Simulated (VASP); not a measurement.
The system is Pr2F.

```xyz
3
Lattice="3.6352 0.0000 0.0000 -1.8176 3.1481 0.0000 0.0000 0.0000 8.0813" Properties=species:S:1:pos:R:3 pbc="T T T"
Pr    0.0000    0.0000    6.3276
Pr    0.0000    0.0000    1.7537
F     0.0000    0.0000    4.0407
```

The cell was generated, and may not be a known phase.

```yaml
Program: VASP 6.6.1
Task: relaxation of cell and atoms
Functional: PBE
Potentials_or_basis: VASP PAW PBE potentials, release 64 (Pr_3, F), 4f in core
Cutoff: 600 eV
k_mesh: 12 × 12 × 6
Occupations: gaussian, width 0.1 eV
Spin: no spin polarisation
```

At the start: pressure -0.4 GPa; volume 30.83 Å³/atom.

Q: Where does the relaxation end?

A: Over 7 steps the energy falls by 2.8 meV/atom and the volume is 29.89 Å³/atom (-3.1 %); space group P6/mmm (No. 191, to 0.1 Å) before and after.

Step by step:
```csv
step,energy change (eV),largest force (eV/Å),pressure (GPa),volume (Å³)
1,0.0000,0.1495,-0.41,92.48
2,-0.0041,0.1313,-0.20,91.43
3,-0.0069,0.0948,0.22,89.51
4,-0.0081,0.0187,-0.04,89.68
5,-0.0081,0.0186,-0.04,89.68
6,-0.0081,0.0138,0.10,89.63
7,-0.0084,0.0024,0.03,89.66
```

Final structure:
```yaml
crystal:
  lattice:
    - [3.60012, 0.00000, 0.00000]
    - [-1.80006, 3.11780, 0.00000]
    - [0.00000, 0.00000, 7.98753]
  atoms:
    - { symbol: Pr, position: [0.00000, 0.00000, 0.78699] }
    - { symbol: Pr, position: [0.00000, 0.00000, 0.21301] }
    - { symbol: F, position: [0.00000, 0.00000, 0.50000] }
```

Caveat: the run has no spin polarisation, though such a crystal can be magnetic.
